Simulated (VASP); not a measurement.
Input of a VASP 6.6.1 run:

Contents of POSCAR:

```
SnO2
1.0
    0.0000000000      2.4817490510      2.4817490510
    2.4817490510      0.0000000000      2.4817490510
    2.4817490510      2.4817490510      0.0000000000
Sn O
1 2
Direct
    0.0000000000      0.0000000000      0.0000000000
    0.2500000000      0.2500000000      0.2500000000
    0.7500000000      0.7500000000      0.7500000000
```

File INCAR.step1:

```
PREC = Accurate ; ENCUT = 910
ISMEAR = 0 ; SIGMA = 0.01
LREAL = F ; LASPH = T
NELM = 120 ; NBANDS = 20
GGA = PE ; ALGO = Normal
EDIFF = 1E-5 ; LWAVE = T
LCHARG = F ; GGA_COMPAT = F
```

Contents of INCAR.step2:

```
PREC = Accurate ; ENCUT = 910
EDIFF = 1E-6 ; ISMEAR = 0
SIGMA = 0.01 ; LREAL = F
LASPH = T ; NELM = 120
ALGO = Normal ; ISIF = 2
LWAVE = F ; LCHARG = F
METAGGA = R2SCAN ; LMIXTAU = T
NBANDS = 20 ; ISTART = 1
GGA_COMPAT = F
```

File KPOINTS:

```
Automatic mesh
0
Gamma
  8 8 8
```

Potentials or basis: VASP PAW PBE potentials, release 64 (Sn_d, O_h).

Command:

```bash
$ cat potpaw_PBE.64/Sn_d/POTCAR potpaw_PBE.64/O_h/POTCAR > POTCAR
$ cp INCAR.step1 INCAR
$ mpirun -np 1 vasp_std > vasp.out
$ cp INCAR.step2 INCAR
$ mpirun -np 1 vasp_std > vasp.out
```

Estimate the pressure.

17.6 GPa.

Estimate the band gap on the k mesh.

1.54 eV, indirect (least direct gap 3.11 eV).

Caveat: the cutoff is under 1.25 times the usual one of these potentials, so pressure, stress and relaxed cells hold a basis-set (Pulay) error; the PAW data sets were made with another functional, which shifts forces and pressure a little; spin-orbit coupling is left out, which moves the levels of the heavy elements. A k mesh can miss the band edges.
